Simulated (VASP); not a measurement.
InP, 2 atoms in the cell. Symmetry: I-4m2, No. 119, tetragonal system. The conventional cell has a = 4.261 Å, b = 4.261 Å, c = 5.544 Å, α = 90.00°, β = 90.00°, γ = 90.00°. Within 3.4 Å of In (site symmetry -4m2) lie 4 P at 2.54 Å. Within 3.4 Å of P (site symmetry -4m2) lie 4 In at 2.54 Å.  This cell differs from its parent crystal: ratio of the length along z to the lengths across it x 0.92, volume and fractional coordinates fixed.

| Property | Result |
| --- | --- |
| Program | VASP 6.6.1 |
| Task | single point |
| Functional | r2SCAN |
| Potentials or basis | VASP PAW PBE potentials, release 64 (In_d, P) |
| Cutoff | 520 eV |
| k mesh | 10 × 10 × 10 |
| Occupations | gaussian, width 0.05 eV |
| Spin | no spin polarisation |
| Dipole correction | no |
| Further INCAR settings | ALGO = Normal; EDIFF = 1e-07; NBANDS = 16 |

Potentials or basis: VASP PAW PBE potentials, release 64 (In_d, P).

The run is started by

```bash
$ cat potpaw_PBE.64/In_d/POTCAR potpaw_PBE.64/P/POTCAR > POTCAR
$ cp INCAR.step1 INCAR
$ mpirun -np 1 vasp_std > vasp.out
$ cp INCAR.step2 INCAR
$ mpirun -np 1 vasp_std > vasp.out
```

Hardware: 1 thread of Intel(R) Xeon(R) Platinum 8375C CPU @ 2.90GHz (Ice Lake), on a shared host.

Problem. How long does it take, and how much memory?

Solution. Wall time 6.4 min on 1 thread of Intel(R) Xeon(R) Platinum 8375C CPU @ 2.90GHz (Ice Lake), with other jobs on the host, peak memory 0.22 GiB. Counts: k points 102.
